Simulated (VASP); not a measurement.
A run of VASP 6.6.1 is set up as follows.

Contents of INCAR:

```
SYSTEM = Sn
ALGO = Normal ; EDIFF = 1E-6
ENCUT = 500 ; GGA = PE
GGA_COMPAT = .FALSE. ; ISIF = 2
ISMEAR = 0 ; LASPH = .TRUE.
LCHARG = .TRUE. ; LELF = .TRUE.
LREAL = .FALSE. ; LVHAR = .TRUE.
LWAVE = .FALSE. ; NBANDS = 21
NELM = 120 ; PREC = Accurate
SIGMA = 0.1
```

File KPOINTS:

```
k-points
0
G
  6 6 6
  0 0 0
```

The input POSCAR:

```
Sn
1.0
    0.0000000000      3.2849869970      3.2849869970
    3.2849869970      0.0000000000      3.2849869970
    3.2849869970      3.2849869970      0.0000000000
Sn
2
Direct
    0.0000000000      0.0000000000      0.0000000000
    0.2500000000      0.2500000000      0.2500000000
```

Potentials or basis: VASP PAW PBE potentials, release 64 (Sn_d).

The run is started by

```bash
$ cat potpaw_PBE.64/Sn_d/POTCAR > POTCAR
$ mpirun -np 1 vasp_std > vasp.out
```

Estimate the band gap on the k mesh.

zero (bands 14 and 15 overlap by 0.16 eV).

What does it give for the pressure?

1.5 GPa.

Caveat: spin-orbit coupling is left out, which moves the levels of the heavy elements.
